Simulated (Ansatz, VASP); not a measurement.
**Two plane-wave programs on ZrB2**

```
Zr B
1.0
     3.17164    0.00000    0.00000
    -1.58582    2.74672    0.00000
     0.00000    0.00000    3.54075
Zr B
1 2
Direct
  0.00000 0.00000 0.00000
  0.33333 0.66667 0.50000
  0.66667 0.33333 0.50000
```

Alike in both runs: task single point; functional PBE; k mesh 18 × 18 × 14; occupations gaussian, width 0.1 eV; no spin polarisation.

```csv
,VASP,Ansatz
version,VASP 6.6.1,Ansatz 0.2.0
potentials or method,"VASP PAW PBE potentials, release 64 (Zr_sv, B), cutoff 520 eV","scalar-relativistic, plane waves, PAW"
valence electrons in the cell,18,18
```

|  | VASP | Ansatz | Ansatz less VASP |
| --- | --- | --- | --- |
| gap on the k mesh at the Fermi level (eV) | none | none | - |
| pressure (GPa) | 0.2 | 0.0 | -0.14 |

A gap of «none» marks a metal or a gap that the smearing closes. With one functional, cell and mesh, what is left measures potentials, basis and numerics.
